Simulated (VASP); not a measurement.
Write the native input for VASP 6.6.1 that does the following.

```
Task                   : single point
Functional             : BLYP
Potentials or basis    : VASP PAW PBE potentials, release 64 (Ba_sv)
Cutoff                 : 520 eV
k mesh                 : 6 × 6 × 6
Occupations            : fermi-dirac, width 0.1 eV
Spin                   : no spin polarisation
Dipole correction      : no
Further INCAR settings : ALGO = Normal; EDIFF = 1e-06; NBANDS = 17
```

The structure of Ba lies in POSCAR:

```
Ba
1.0
    0.0000000000      5.5845991362      5.5845991362
    5.5845991362      0.0000000000      5.5845991362
    5.5845991362      5.5845991362      0.0000000000
Ba
2
Direct
    0.1250000000      0.1250000000      0.1250000000
    0.8750000000      0.8750000000      0.8750000000
```

This cell differs from its parent crystal: volume scaled by 1.08.

These files were run (other wordings do the same):

INCAR

```
PREC = Accurate
ENCUT = 520
EDIFF = 1E-6
ISMEAR = -1
SIGMA = 0.1
LREAL = F
LASPH = T
NELM = 80
ALGO = Normal
ISIF = 2
LWAVE = F
LCHARG = T
GGA = B5
ALDAX = 1.0
AGGAX = 1.0
AGGAC = 1.0
ALDAC = 0.0
LELF = T
LVHAR = T
NBANDS = 17
```

KPOINTS

```
regular mesh
0
Gamma
  6 6 6
```

Potentials or basis: VASP PAW PBE potentials, release 64 (Ba_sv).

Run with:

```sh
$ cat potpaw_PBE.64/Ba_sv/POTCAR > POTCAR
$ mpirun -np 1 vasp_std > vasp.out
```

Results of the run:

```json
{
 "Pressure": "-0.1 GPa",
 "Band gap on the k mesh": "zero (band 10 reaches 0.04 eV, above the bottom of band 11 at -0.09 eV)"
}
```

Caveat: the PAW data sets were made with another functional, which shifts forces and pressure a little; spin-orbit coupling is left out, which moves the levels of the heavy elements.

Wall time 2.5 min on 1 thread of Intel(R) Xeon(R) Platinum 8488C (Sapphire Rapids) (shared host), peak memory 0.47 GiB.
